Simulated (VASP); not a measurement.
Si, 2 atoms in the cell. Symmetry: I4_1/amd, No. 141, tetragonal system. The conventional cell has a = 4.103 Å, b = 4.103 Å, c = 5.017 Å, α = 90.00°, β = 90.00°, γ = 90.00°. Within 3.2 Å of Si (site symmetry -4m2) lie 4 Si at 2.40 Å.  This cell differs from its parent crystal: volume 21.119 Å^3 an atom, c/a of the conventional cell 0.8645.

| Item | Value |
| --- | --- |
| Program | VASP 6.6.1 |
| Task | single point |
| Functional | LDA |
| Potentials or basis | VASP PAW LDA potentials, release 64 (Si) |
| Cutoff | 520 eV |
| k mesh | 12 × 12 × 12 |
| Occupations | gaussian, width 0.05 eV |
| Spin | no spin polarisation |
| Dipole correction | no |
| Further INCAR settings | ALGO = Normal; EDIFF = 1e-06; NBANDS = 11 |

Potentials or basis: VASP PAW LDA potentials, release 64 (Si).

Command:

```console
$ cat potpaw_LDA.64/Si/POTCAR > POTCAR
$ mpirun -np 1 vasp_std > vasp.out
```

Hardware: 1 thread of Intel(R) Xeon(R) Platinum 8559C (Emerald Rapids) (shared host).

Task: How long does it take, and how much memory?

Result: It took 36 s on 1 thread of Intel(R) Xeon(R) Platinum 8559C (Emerald Rapids) (shared host), peak memory 0.18 GiB. Counts: scf iterations 11, k points 163.
